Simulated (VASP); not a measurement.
# CdTe (F-43m) in VASP: a series of runs, part 2 of 2

VASP 6.6.1.

## 4. Dielectric tensor, r2SCAN (strain -4.0%)

File INCAR:

```
SYSTEM = CdTe
PREC = Accurate
ENCUT = 520
EDIFF = 1E-8
ISMEAR = 0
SIGMA = 0.01
LREAL = .False.
LASPH = .True.
NELM = 100
ALGO = Normal
ISIF = 2
LWAVE = .False.
LCHARG = .False.
METAGGA = R2SCAN
LMIXTAU = .True.
LCALCEPS = .True.
```

File KPOINTS:

```
regular mesh
0
Gamma
  6 6 6
  0 0 0
```

File POSCAR:

```
CdTe
1.0
    0.0000000000      3.1487569115      3.1487569115
    3.1487569115      0.0000000000      3.1487569115
    3.1487569115      3.1487569115      0.0000000000
Cd Te
1 1
Direct
    0.0000000000      0.0000000000      0.0000000000
    0.2500000000      0.2500000000      0.2500000000
```

Potentials or basis: VASP PAW PBE potentials, release 64 (Cd, Te).

The run is started by

```bash
> cat potpaw_PBE.64/Cd/POTCAR potpaw_PBE.64/Te/POTCAR > POTCAR
> mpirun -np 1 vasp_std > vasp.out
```

OUTCAR:

```text
SYSTEM = CdTe
   PREC = Accurate
   ENCUT = 520
   EDIFF = 1E-8
   ISMEAR = 0
   LREAL = .False.
   LASPH = .True.
   NELM = 100
   ISIF = 2
   METAGGA = R2SCAN

 ion  position               nearest neighbor table
   1  0.000  0.000  0.000-   2 2.73   2 2.73   2 2.73   2 2.73
   2  0.250  0.250  0.250-   1 2.73   1 2.73   1 2.73   1 2.73

  LATTYP: Found a face centered cubic cell.
 ALAT       =     6.2975138230

  Lattice vectors:

 A1 = (   0.0000000000,   3.1487569115,   3.1487569115)
 A2 = (   3.1487569115,   0.0000000000,   3.1487569115)
 A3 = (   3.1487569115,   3.1487569115,   0.0000000000)

Analysis of symmetry for initial positions (statically):
=====================================================================
 Subroutine PRICEL returns:
 Original cell was already a primitive cell.

 Routine SETGRP: Setting up the symmetry group for a
 face centered cubic supercell.

 Subroutine GETGRP returns: Found 24 space group operations
[... 570 lines left out ...]

 PIEZOELECTRIC TENSOR (including local field effects) (C/m^2)
          XX          YY          ZZ          XY          YZ          ZX
  --------------------------------------------------------------------------------
  x     0.00000    -0.00000    -0.00000     0.00000    -0.53841     0.00000
  y    -0.00000    -0.00000    -0.00000    -0.00000     0.00000    -0.53841
  z    -0.00000    -0.00000     0.00000    -0.53841     0.00000    -0.00000

 BORN EFFECTIVE CHARGES (including local field effects) (in |e|, cummulative output)
 ---------------------------------------------------------------------------------
 ion    1
    1     2.02047     0.00000     0.00000
    2    -0.00000     2.02047    -0.00000
    3    -0.00000     0.00000     2.02047
 ion    2
    1    -2.02047    -0.00000     0.00000
    2     0.00000    -2.02047     0.00000
    3    -0.00000    -0.00000    -2.02047

  FORCE on cell =-STRESS in cart. coord.  units (eV):
  Direction    XX          YY          ZZ          XY          YZ          ZX
  --------------------------------------------------------------------------------------
  -------------------------------------------------------------------------------------
  Total        2.6043526      2.6043526      2.6043526      0.0000000      0.0000000      0.0000000
  in kB       66.8286932     66.8286932     66.8286932      0.0000000      0.0000000      0.0000000
  external PRESSURE =      66.8286932 kB  Pullay stress =       0.0000000 kB

 VOLUME and BASIS-vectors are now :
 -----------------------------------------------------------------------------
  energy-cutoff  :      520.00
  volume of cell :       62.44
      direct lattice vectors                 reciprocal lattice vectors
     0.000000000  3.148756912  3.148756912    -0.158792823  0.158792823  0.158792823
     3.148756912  0.000000000  3.148756912     0.158792823 -0.158792823  0.158792823
     3.148756912  3.148756912  0.000000000     0.158792823  0.158792823 -0.158792823

 POSITION                                       TOTAL-FORCE (eV/Angst)
 -----------------------------------------------------------------------------------
      0.00000      0.00000      0.00000        -0.000000     -0.000000     -0.000000
      1.57438      1.57438      1.57438         0.000000      0.000000      0.000000
 -----------------------------------------------------------------------------------
    total drift:                               -0.000003     -0.000003     -0.000003

  FREE ENERGIE OF THE ION-ELECTRON SYSTEM (eV)
  ---------------------------------------------------
  free  energy   TOTEN  =       -46.4881644074 eV

  energy  without entropy=      -46.4881644074  energy(sigma->0) =      -46.48816441
```

stdout:

```text
POSCAR found type information on POSCAR CdTe
 POSCAR found :  2 types and       2 ions
 scaLAPACK will be used
 -----------------------------------------------------------------------------
|                                                                             |
[... 110 lines left out ...]
 p_tot=(  0.946E+01  0.948E+01  0.946E+01 )
dp_tot=(  0.191E-04  0.213E-01  0.193E-04 )  diag[e(oo)]=(    ---    7.16778    ---   )
 p_tot=(  0.946E+01  0.948E+01  0.946E+01 )
dp_tot=(  0.191E-04  0.212E-01  0.194E-04 )  diag[e(oo)]=(    ---    7.15491    ---   )
 p_tot=(  0.946E+01  0.948E+01  0.946E+01 )
dp_tot=(  0.191E-04  0.212E-01  0.194E-04 )  diag[e(oo)]=(    ---    7.14721    ---   )
 p_tot=(  0.946E+01  0.948E+01  0.946E+01 )
dp_tot=(  0.190E-04  0.212E-01  0.194E-04 )  diag
```

Run time: 48 min. Hardware: 1 thread of AMD EPYC 9R45 (Zen 5), shared host; peak memory 0.4 GiB.

What came out:

- Band gap on the k mesh: 1.56 eV
- Electronic dielectric tensor (diagonal): 7.15
- Born charges (mean of the diagonal): Cd +2.02; Te -2.02 e

Electronic dielectric tensor:
```
7.15 0.00 0.00
0.00 7.15 0.00
0.00 0.00 7.15
```

Born effective charge tensors (e):
atom 1, Cd
```
2.02 0.00 0.00
0.00 2.02 0.00
0.00 0.00 2.02
```
atom 2, Te
```
-2.02  0.00  0.00
 0.00 -2.02  0.00
 0.00  0.00 -2.02
```

Dipole moments of the cell (e·Å, modulo the quantum): ionic 9.446, 9.446, 9.446; electronic 0.016, 0.016, 0.038

Caveat: the cell differs from its parent crystal (strain -4.0%); the PAW data sets were made with another functional, which shifts forces and pressure a little; spin-orbit coupling is left out, which moves the levels of the heavy elements.

## 5. Dielectric tensor, r2SCAN (strain -3.0%)

File INCAR:

```
SYSTEM = CdTe
PREC = Accurate
ENCUT = 520
EDIFF = 1E-8
ISMEAR = 0
SIGMA = 0.01
LREAL = .FALSE.
LASPH = .TRUE.
NELM = 80
ALGO = Normal
ISIF = 2
LWAVE = .FALSE.
LCHARG = .FALSE.
METAGGA = R2SCAN
LMIXTAU = .TRUE.
LCALCEPS = .TRUE.
```

File KPOINTS:

```
regular mesh
0
G
  6 6 6
  0 0 0
```

File POSCAR:

```
CdTe
1.0
    0.0000000000      3.1815564627      3.1815564627
    3.1815564627      0.0000000000      3.1815564627
    3.1815564627      3.1815564627      0.0000000000
Cd Te
1 1
Direct
    0.0000000000      0.0000000000      0.0000000000
    0.2500000000      0.2500000000      0.2500000000
```

Potentials or basis: VASP PAW PBE potentials, release 64 (Cd, Te).

The run is started by

```bash
> cat potpaw_PBE.64/Cd/POTCAR potpaw_PBE.64/Te/POTCAR > POTCAR
> mpirun -np 1 vasp_std > vasp.out
```

OUTCAR:

```text
SYSTEM = CdTe
   PREC = Accurate
   ENCUT = 520
   EDIFF = 1E-8
   ISMEAR = 0
   LREAL = .FALSE.
   LASPH = .TRUE.
   NELM = 80
   ISIF = 2
   METAGGA = R2SCAN

 ion  position               nearest neighbor table
   1  0.000  0.000  0.000-   2 2.76   2 2.76   2 2.76   2 2.76
   2  0.250  0.250  0.250-   1 2.76   1 2.76   1 2.76   1 2.76

  LATTYP: Found a face centered cubic cell.
 ALAT       =     6.3631129254

  Lattice vectors:

 A1 = (   0.0000000000,   3.1815564627,   3.1815564627)
 A2 = (   3.1815564627,   0.0000000000,   3.1815564627)
 A3 = (   3.1815564627,   3.1815564627,   0.0000000000)

Analysis of symmetry for initial positions (statically):
=====================================================================
 Subroutine PRICEL returns:
 Original cell was already a primitive cell.

 Routine SETGRP: Setting up the symmetry group for a
 face centered cubic supercell.

 Subroutine GETGRP returns: Found 24 space group operations
[... 570 lines left out ...]

 PIEZOELECTRIC TENSOR (including local field effects) (C/m^2)
          XX          YY          ZZ          XY          YZ          ZX
  --------------------------------------------------------------------------------
  x    -0.00000     0.00000     0.00000     0.00000    -0.55372    -0.00000
  y    -0.00000    -0.00000    -0.00000     0.00000     0.00000    -0.55372
  z     0.00000     0.00000     0.00000    -0.55372    -0.00000    -0.00000

 BORN EFFECTIVE CHARGES (including local field effects) (in |e|, cummulative output)
 ---------------------------------------------------------------------------------
 ion    1
    1     2.07741     0.00000     0.00000
    2    -0.00000     2.07741    -0.00000
    3     0.00000    -0.00000     2.07741
 ion    2
    1    -2.07741     0.00000     0.00000
    2     0.00000    -2.07741     0.00000
    3    -0.00000    -0.00000    -2.07741

  FORCE on cell =-STRESS in cart. coord.  units (eV):
  Direction    XX          YY          ZZ          XY          YZ          ZX
  --------------------------------------------------------------------------------------
  -------------------------------------------------------------------------------------
  Total        1.8735879      1.8735879      1.8735879     -0.0000000      0.0000000      0.0000000
  in kB       46.6053475     46.6053475     46.6053475     -0.0000000      0.0000000      0.0000000
  external PRESSURE =      46.6053475 kB  Pullay stress =       0.0000000 kB

 VOLUME and BASIS-vectors are now :
 -----------------------------------------------------------------------------
  energy-cutoff  :      520.00
  volume of cell :       64.41
      direct lattice vectors                 reciprocal lattice vectors
     0.000000000  3.181556463  3.181556463    -0.157155784  0.157155784  0.157155784
     3.181556463  0.000000000  3.181556463     0.157155784 -0.157155784  0.157155784
     3.181556463  3.181556463  0.000000000     0.157155784  0.157155784 -0.157155784

 POSITION                                       TOTAL-FORCE (eV/Angst)
 -----------------------------------------------------------------------------------
      0.00000      0.00000      0.00000         0.000000      0.000000      0.000000
      1.59078      1.59078      1.59078        -0.000000     -0.000000     -0.000000
 -----------------------------------------------------------------------------------
    total drift:                               -0.000003     -0.000003     -0.000003

  FREE ENERGIE OF THE ION-ELECTRON SYSTEM (eV)
  ---------------------------------------------------
  free  energy   TOTEN  =       -46.5577236670 eV

  energy  without entropy=      -46.5577236670  energy(sigma->0) =      -46.55772367
```

It took 47 min on 1 thread of AMD EPYC 9R45 (Zen 5), shared host; peak memory 0.41 GiB.

Results:

- Band gap on the k mesh: 1.46 eV
- Electronic dielectric tensor (diagonal): 7.17
- Born charges (mean of the diagonal): Cd +2.08; Te -2.08 e

Electronic dielectric tensor:
```
7.17 0.00 0.00
0.00 7.17 0.00
0.00 0.00 7.17
```

Born effective charge tensors (e):
atom 1, Cd
```
2.08 0.00 0.00
0.00 2.08 0.00
0.00 0.00 2.08
```
atom 2, Te
```
-2.08  0.00  0.00
 0.00 -2.08  0.00
 0.00  0.00 -2.08
```

Dipole moments of the cell (e·Å, modulo the quantum): ionic 9.545, 9.545, 9.545; electronic 0.018, 0.018, 0.040

Caveat: the cell differs from its parent crystal (strain -3.0%); the PAW data sets were made with another functional, which shifts forces and pressure a little; spin-orbit coupling is left out, which moves the levels of the heavy elements.

## 6. Summary

```tsv
cell	gap on the mesh (eV)
a = 4.778 Å, angles 60.0°, 2 atoms	0.87
a = 4.824 Å, angles 60.0°, 2 atoms	0.78
a = 4.453 Å, angles 60.0°, 2 atoms	1.56
a = 4.499 Å, angles 60.0°, 2 atoms	1.46
```

Alike in all rows: task dielectric tensor; level r2SCAN; potentials or basis VASP PAW PBE potentials, release 64 (Cd, Te); no spin polarisation; k mesh 6 × 6 × 6; cutoff (eV) 520; smearing gaussian 0.01 eV.

Caveats: the PAW data sets were made with another functional, which shifts forces and pressure a little; spin-orbit coupling is left out, which moves the levels of the heavy elements.

Absolute energies hang on the potentials; compare differences alone.
